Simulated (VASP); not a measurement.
# NaCl in VASP: further runs

Runs on NaCl. Level: PBEsol. Tasks: electric field gradients.

Program: VASP 6.6.1. These are calculated values, not measurements. Logs are shortened: lines on timing, memory, paths and dates and some standing lists are left out, and cuts for length are marked.

## Step 1: The cell of the first run

It takes space group Pm-3m (No. 221, cubic). Conventional cell: a = 2.916 Å, b = 2.916 Å, c = 2.916 Å, α = 90.00°, β = 90.00°, γ = 90.00°. Within 3.3 Å of Na (site symmetry m-3m) lie 8 Cl at 2.53 Å and 6 Na at 2.92 Å. Cl (site symmetry m-3m) has 8 Na at 2.53 Å and 6 Cl at 2.92 Å within 3.3 Å.

## Step 2: Electric field gradients, PBEsol (volume scaled by 1.06)

Contents of INCAR:

```
SYSTEM = NaCl
ALGO = Normal ; EDIFF = 1E-8
ENCUT = 400 ; GGA = PS
GGA_COMPAT = .False. ; ISIF = 2
ISMEAR = -1 ; LASPH = .True.
LCHARG = .False. ; LEFG = .True.
LREAL = .False. ; LWAVE = .False.
NBANDS = 14 ; NELM = 120
PREC = Accurate ; SIGMA = 0.02
```

Contents of KPOINTS:

```
k-points
0
Gamma
  8 8 8
  0 0 0
```

Contents of POSCAR:

```
NaCl
1.0
    2.9160926721      0.0000000000      0.0000000000
    0.0000000000      2.9160926721      0.0000000000
    0.0000000000      0.0000000000      2.9160926721
Na Cl
1 1
Direct
    0.0000000000      0.0000000000      0.0000000000
    0.5000000000      0.5000000000      0.5000000000
```

Potentials or basis: VASP PAW PBE potentials, release 64 (Na_pv, Cl).

Command:

```console
> cat potpaw_PBE.64/Na_pv/POTCAR potpaw_PBE.64/Cl/POTCAR > POTCAR
> mpirun -np 1 vasp_std > vasp.out
```

OUTCAR:

```text
SYSTEM = NaCl
   EDIFF = 1E-8
   ENCUT = 400
   GGA = PS
   ISIF = 2
   ISMEAR = -1
   LASPH = .True.
   LREAL = .False.
   NELM = 120
   PREC = Accurate

 ion  position               nearest neighbor table
   1  0.000  0.000  0.000-   2 2.53   2 2.53   2 2.53   2 2.53   2 2.53   2 2.53   2 2.53   2 2.53

   2  0.500  0.500  0.500-   1 2.53   1 2.53   1 2.53   1 2.53   1 2.53   1 2.53   1 2.53   1 2.53

  LATTYP: Found a simple cubic cell.
 ALAT       =     2.9160926721

  Lattice vectors:

 A1 = (   2.9160926721,   0.0000000000,   0.0000000000)
 A2 = (   0.0000000000,   2.9160926721,   0.0000000000)
 A3 = (   0.0000000000,   0.0000000000,   2.9160926721)

Analysis of symmetry for initial positions (statically):
=====================================================================
 Subroutine PRICEL returns:
 Original cell was already a primitive cell.

 Routine SETGRP: Setting up the symmetry group for a
 simple cubic supercell.

 Subroutine GETGRP returns: Found 48 space group operations
 (whereof 48 operations were pure point group operations)
 out of a pool of 48 trial point group operations.

The static configuration has the point symmetry O_h .

Analysis of symmetry for dynamics (positions and initial velocities):
=====================================================================
 Subroutine PRICEL returns:
 Original cell was already a primitive cell.

 Routine SETGRP: Setting up the symmetry group for a
 simple cubic supercell.

 Subroutine GETGRP returns: Found 48 space group operations
 (whereof 48 operations were pure point group operations)
 out of a pool of 48 trial point group operations.

The dynamic configuration has the point symmetry O_h .

 Subroutine INISYM returns: Found 48 space group operations
 (whereof 48 operations are pure point group operations),
 and found     1 'primitive' translations

----------------------------------------------------------------------------------------

                                     Primitive cell

  volume of cell :      24.7973

  direct lattice vectors                    reciprocal lattice vectors
     2.916092672  0.000000000  0.000000000     0.342924630  0.000000000  0.000000000
     0.000000000  2.916092672  0.000000000     0.000000000  0.342924630  0.000000000
     0.000000000  0.000000000  2.916092672     0.000000000  0.000000000  0.342924630

  length of vectors
     2.916092672  2.916092672  2.916092672     0.342924630  0.342924630  0.342924630

  position of ions in fractional coordinates (direct lattice)
     0.000000000  0.000000000  0.000000000
     0.500000000  0.500000000  0.500000000

  ion indices of the primitive-cell ions
   primitive index   ion index
                 1           1
                 2           2

----------------------------------------------------------------------------------------

 KPOINTS: k-points

Automatic generation of k-mesh.
 Grid dimensions read from file:
 generate k-points for:    8    8    8

 Generating k-lattice:

  Cartesian coordinates                     Fractional coordinates (reciprocal lattice)
     0.042865579  0.000000000  0.000000000     0.125000000  0.000000000  0.000000000
     0.000000000  0.042865579  0.000000000     0.000000000  0.125000000  0.000000000
     0.000000000  0.000000000  0.042865579     0.000000000  0.000000000  0.125000000

  Length of vectors
     0.042865579  0.042865579  0.042865579

  Shift w.r.t. Gamma in fractional coordinates (k-lattice)
     0.000000000  0.000000000  0.000000000

 Subroutine IBZKPT returns following result:
 ===========================================

 Found     35 irreducible k-points:

 Following reciprocal coordinates:
            Coordinates               Weight
  0.000000  0.000000  0.000000      1.000000
  0.125000  0.000000  0.000000      6.000000
  0.250000  0.000000  0.000000      6.000000
  0.375000  0.000000  0.000000      6.000000
  0.500000  0.000000  0.000000      3.000000
  0.125000  0.125000  0.000000     12.000000
[... 16 lines left out ...]
  0.375000  0.375000  0.125000     24.000000
  0.500000  0.375000  0.125000     24.000000
 [... further k-points ...]
   k-points           NKPTS =     35   k-points in BZ     NKDIM =     35   number of bands    NBANDS=     14
   number of dos      NEDOS =    301   number of ions     NIONS =      2
   total plane-waves  NPLWV =   8000
   dimension x,y,z NGX =    20 NGY =   20 NGZ =   20
   dimension x,y,z NGXF=    40 NGYF=   40 NGZF=   40
   ions per type =               1   1
   NGX,Y,Z   is equivalent  to a cutoff of  11.40, 11.40, 11.40 a.u.
   NGXF,Y,Z  is equivalent  to a cutoff of  22.80, 22.80, 22.80 a.u.
 SYSTEM =  NaCl
   PREC   = accura    normal or accurate (medium, high low for compatibility)
   ISTART =      0    job   : 0-new  1-cont  2-samecut
   ICHARG =      2    charge: 1-file 2-atom 10-const
   ISPIN  =      1    spin polarized calculation?
   LNONCOLLINEAR =      F non collinear calculations
   LSORBIT =      F    spin-orbit coupling
   LASPH  =      T    aspherical Exc in radial PAW
   ENCUT  =  400.0 eV  29.40 Ry    5.42 a.u.   4.76  4.76  4.76*2*pi/ulx,y,z
   NELM   =    120;   NELMIN=  2; NELMDL= -5     # of ELM steps
   EDIFF  = 0.1E-07   stopping-criterion for ELM
   LREAL  =      F    real-space projection
   EDIFFG = 0.1E-06   stopping-criterion for IOM
   NSW    =      0    number of steps for IOM
   IBRION =     -1    ionic relax: 0-MD 1-quasi-New 2-CG
   NFREE  =      0    steps in history (QN), initial steepest desc. (CG)
   ISIF   =      2    stress and relaxation
   ISYM   =      2    0-nonsym 1-usesym 2-fastsym
   POTIM  = 0.5000    time-step for ionic-motion
   TEBEG  =    0.0;   TEEND  =   0.0 temperature during run
   PSTRESS=    0.0 pullay stress
   NELECT =      14.0000    total number of electrons
   NUPDOWN=      -1.0000    fix difference up-down
   EMIN   =  10.00;   EMAX   =-10.00  energy-range for DOS
   EFERMI =   0.00;   METHOD = LEGACY
   ISMEAR =    -1;   SIGMA  =   0.02  broadening in eV -4-tet -1-fermi 0-gaus
   EFERMI_NEDOS =   21; number of points for ismear=-14 and -15
   IALGO  =     38    algorithm
   IMIX   =      4    mixing-type and parameters
     AMIX     =   0.40;   BMIX     =  1.00
     AMIX_MAG =   1.60;   BMIX_MAG =  1.00
  volume/ion in A,a.u.               =      12.40        83.67
  Fermi-wavevector in a.u.,A,eV,Ry     =   1.353057  2.556908 24.909057  1.830764
  Thomas-Fermi vector in A             =   2.480344
   LORBIT       =      0    0 simple, 1 ext, 2 COOP (PROOUT), +10 PAW based schemes
   GGA     = PS    functional components
   LHFCALC =     F    Hartree Fock is set to
   AEXX    =    0.0000 exact exchange contribution
   IVDW    =     0    specifies the selected vdW correction
   LEPSILON=     F    determine dielectric tensor
   LRPA    =     F    only Hartree local field effects (RPA)
 non-spin polarized calculation
  energy-cutoff  :      400.00
  volume of cell :       24.80
 maximum number of plane-waves:       468
 NGX is ok and might be reduce to    20
   NGX =  9   NGY =  9   NGZ =  9

 number of electron      13.9999972 magnetization

 Free energy of the ion-electron system (eV)
  ---------------------------------------------------
  ext. energy  EPLUGINS =         0.00000000
  ---------------------------------------------------
  free energy    TOTEN  =        -5.24509238 eV

  energy without entropy =       -5.24509238  energy(sigma->0) =       -5.24509238

 E-fermi :   6.3221     XC(G=0): -11.2511

 val. band max:        5.9274666478   @ k =   0.5000   0.5000   0.0000
 cond. band min:      10.3529728937   @ k =   0.5000   0.5000   0.0000
 fundamental gap:      4.4255062459
 Fermi energy:         6.3220625730

 k-point     1 :       0.0000    0.0000    0.0000
  band No.  band energies     occupation
      1     -16.4476      2.00000
      2     -16.4476      2.00000
      3     -16.4476      2.00000
      4     -10.5747      2.00000
      5       4.7506      2.00000
      6       4.7506      2.00000
      7       4.7506      2.00000
      8      12.6361      0.00000
      9      12.7381      0.00000
     10      12.7381      0.00000
     11      23.6055      0.00000
     12      23.6055      0.00000
     13      23.6055      0.00000
     14      27.4689      0.00000
[... 377 lines left out ...]
      1     -16.6784      2.00000
      2     -16.6239      2.00000
      3     -16.4282      2.00000
      4      -8.3852      2.00000
      5       0.7372      2.00000
      6       1.4856      2.00000
      7       4.9671      2.00000
      8      11.2642      0.00000
      9      16.4679      0.00000
     10      16.8761      0.00000
     11      17.8587      0.00000
     12      22.6056      0.00000
     13      23.0438      0.00000
     14      27.1888      0.00000

 [... further k-points ...]

------------------------ aborting loop because EDIFF is reached ----------------------------------------

  FORCE on cell =-STRESS in cart. coord.  units (eV):
  Direction    XX          YY          ZZ          XY          YZ          ZX
  --------------------------------------------------------------------------------------
  -------------------------------------------------------------------------------------
  Total        7.2263318      7.2263318      7.2263318     -0.0000000     -0.0000000      0.0000000
  in kB      466.9006935    466.9006935    466.9006935     -0.0000000     -0.0000000      0.0000000
  external PRESSURE =     466.9006935 kB  Pullay stress =       0.0000000 kB

 VOLUME and BASIS-vectors are now :
 -----------------------------------------------------------------------------
  energy-cutoff  :      400.00
  volume of cell :       24.80
      direct lattice vectors                 reciprocal lattice vectors
     2.916092672  0.000000000  0.000000000     0.342924630  0.000000000  0.000000000
     0.000000000  2.916092672  0.000000000     0.000000000  0.342924630  0.000000000
     0.000000000  0.000000000  2.916092672     0.000000000  0.000000000  0.342924630

 POSITION                                       TOTAL-FORCE (eV/Angst)
 -----------------------------------------------------------------------------------
      0.00000      0.00000      0.00000         0.000000      0.000000      0.000000
      1.45805      1.45805      1.45805         0.000000      0.000000      0.000000
 -----------------------------------------------------------------------------------
    total drift:                                0.000000      0.000000      0.000000

  FREE ENERGIE OF THE ION-ELECTRON SYSTEM (eV)
  ---------------------------------------------------
  free  energy   TOTEN  =        -5.2450923758 eV

  energy  without entropy=       -5.2450923758  energy(sigma->0) =       -5.24509238

 Electric field gradients (V/A^2)
---------------------------------------------------------------------
 ion       V_xx      V_yy      V_zz      V_xy      V_xz      V_yz
---------------------------------------------------------------------
   1       0.000    -0.000    -0.000    -0.000    -0.000    -0.000
   2      -0.000    -0.000     0.000     0.000     0.000     0.000
---------------------------------------------------------------------

 Electric field gradients after diagonalization (V/A^2)
 (convention: |V_zz| > |V_xx| > |V_yy|)
----------------------------------------------------------------------
 ion       V_xx      V_yy      V_zz     asymmetry (V_yy - V_xx)/ V_zz
----------------------------------------------------------------------
   1      -0.000     0.000    -0.000      -0.315
   2      -0.000    -0.000     0.000       0.364
----------------------------------------------------------------------

           NMR quadrupolar parameters

 Cq : quadrupolar parameter    Cq=e*Q*V_zz/h
 eta: asymmetry parameters     (V_yy - V_xx)/ V_zz
 Q  : nuclear electric quadrupole moment in mb (millibarn)
----------------------------------------------------------------------
 ion       Cq(MHz)       eta       Q (mb)
----------------------------------------------------------------------
   1      -0.000      -0.315       1.000
   2       0.000       0.364       1.000
----------------------------------------------------------------------
```

It took 6.6 s on 1 thread of AMD EPYC 7R43 (Zen 3), shared host; peak memory 0.09 GiB.

Results:

```yaml
Free_energy: -5.2451 eV
Pressure: 46.7 GPa
Band_gap_on_the_k_mesh: 4.43 eV, direct
```

Caveat: without QUAD_EFG the Cq values of the log hold for a quadrupole moment of 1 mb, not for the nuclei; the PAW data sets were made with another functional, which shifts forces and pressure a little.

## Step 3: Electric field gradients, PBEsol (volume scaled by 1.06)

Contents of INCAR:

```
PREC = Accurate ; ENCUT = 400
EDIFF = 1E-8 ; ISMEAR = -1
SIGMA = 0.02 ; LREAL = F
LASPH = T ; NELM = 120
ALGO = Normal ; ISIF = 2
LWAVE = F ; LCHARG = F
GGA = PS ; LEFG = T
NBANDS = 14 ; GGA_COMPAT = F
```

Contents of KPOINTS:

```
regular mesh
0
Gamma
  8 8 8
```

POSCAR is that of step 2.

Potentials or basis: VASP PAW PBE potentials, release 64 (Na_pv, Cl).

Command:

```console
> cat potpaw_PBE.64/Na_pv/POTCAR potpaw_PBE.64/Cl/POTCAR > POTCAR
> mpirun -np 1 vasp_std > vasp.out
```

OUTCAR:

```text
PREC = Accurate
   ENCUT = 400
   EDIFF = 1E-8
   ISMEAR = -1
   LREAL = F
   LASPH = T
   NELM = 120
   ISIF = 2
   GGA = PS

 ion  position               nearest neighbor table
   1  0.000  0.000  0.000-   2 2.53   2 2.53   2 2.53   2 2.53   2 2.53   2 2.53   2 2.53   2 2.53

   2  0.500  0.500  0.500-   1 2.53   1 2.53   1 2.53   1 2.53   1 2.53   1 2.53   1 2.53   1 2.53

  LATTYP: Found a simple cubic cell.
 ALAT       =     2.9160926721

  Lattice vectors:

 A1 = (   2.9160926721,   0.0000000000,   0.0000000000)
 A2 = (   0.0000000000,   2.9160926721,   0.0000000000)
 A3 = (   0.0000000000,   0.0000000000,   2.9160926721)

Analysis of symmetry for initial positions (statically):
=====================================================================
 Subroutine PRICEL returns:
 Original cell was already a primitive cell.

 Routine SETGRP: Setting up the symmetry group for a
 simple cubic supercell.

 Subroutine GETGRP returns: Found 48 space group operations
 (whereof 48 operations were pure point group operations)
[... 597 lines left out ...]
     0.000000000  2.916092672  0.000000000     0.000000000  0.342924630  0.000000000
     0.000000000  0.000000000  2.916092672     0.000000000  0.000000000  0.342924630

 POSITION                                       TOTAL-FORCE (eV/Angst)
 -----------------------------------------------------------------------------------
      0.00000      0.00000      0.00000         0.000000      0.000000      0.000000
      1.45805      1.45805      1.45805         0.000000      0.000000      0.000000
 -----------------------------------------------------------------------------------
    total drift:                                0.000000      0.000000      0.000000

  FREE ENERGIE OF THE ION-ELECTRON SYSTEM (eV)
  ---------------------------------------------------
  free  energy   TOTEN  =        -5.2450923758 eV

  energy  without entropy=       -5.2450923758  energy(sigma->0) =       -5.24509238

 Electric field gradients (V/A^2)
---------------------------------------------------------------------
 ion       V_xx      V_yy      V_zz      V_xy      V_xz      V_yz
---------------------------------------------------------------------
   1       0.000    -0.000    -0.000    -0.000    -0.000    -0.000
   2      -0.000    -0.000     0.000     0.000     0.000     0.000
---------------------------------------------------------------------

 Electric field gradients after diagonalization (V/A^2)
 (convention: |V_zz| > |V_xx| > |V_yy|)
----------------------------------------------------------------------
 ion       V_xx      V_yy      V_zz     asymmetry (V_yy - V_xx)/ V_zz
----------------------------------------------------------------------
   1      -0.000     0.000    -0.000      -0.315
   2      -0.000    -0.000     0.000       0.364
----------------------------------------------------------------------

           NMR quadrupolar parameters

 Cq : quadrupolar parameter    Cq=e*Q*V_zz/h
 eta: asymmetry parameters     (V_yy - V_xx)/ V_zz
 Q  : nuclear electric quadrupole moment in mb (millibarn)
----------------------------------------------------------------------
 ion       Cq(MHz)       eta       Q (mb)
----------------------------------------------------------------------
   1      -0.000      -0.315       1.000
   2       0.000       0.364       1.000
----------------------------------------------------------------------
```

It took 6.6 s on 1 thread of AMD EPYC 7R43 (Zen 3), shared host; peak memory 0.09 GiB.

Results:

```
Free energy            : -5.2451 eV
Pressure               : 46.7 GPa
Band gap on the k mesh : 4.43 eV, direct
```

Levels at points of the mesh, in eV from the valence-band top:
| k point | band 5 | band 6 | band 7 | band 8 | band 9 | band 10 |
| --- | --- | --- | --- | --- | --- | --- |
| (0.00, 0.00, 0.00) | -1.18 | -1.18 | -1.18 | 6.71 | 6.81 | 6.81 |
| (0.50, 0.00, 0.00) | -6.49 | -0.72 | -0.72 | 8.81 | 9.39 | 12.63 |
| (0.50, 0.50, 0.00) | -5.03 | -5.03 | 0.00 | 4.43 | 10.56 | 12.78 |
| (0.50, 0.50, 0.50) | -4.44 | -4.44 | -4.44 | 6.29 | 6.29 | 6.29 |

Caveat: without QUAD_EFG the Cq values of the log hold for a quadrupole moment of 1 mb, not for the nuclei; the PAW data sets were made with another functional, which shifts forces and pressure a little. A k mesh can miss the band edges.

(Continued in part 2 of 2.)
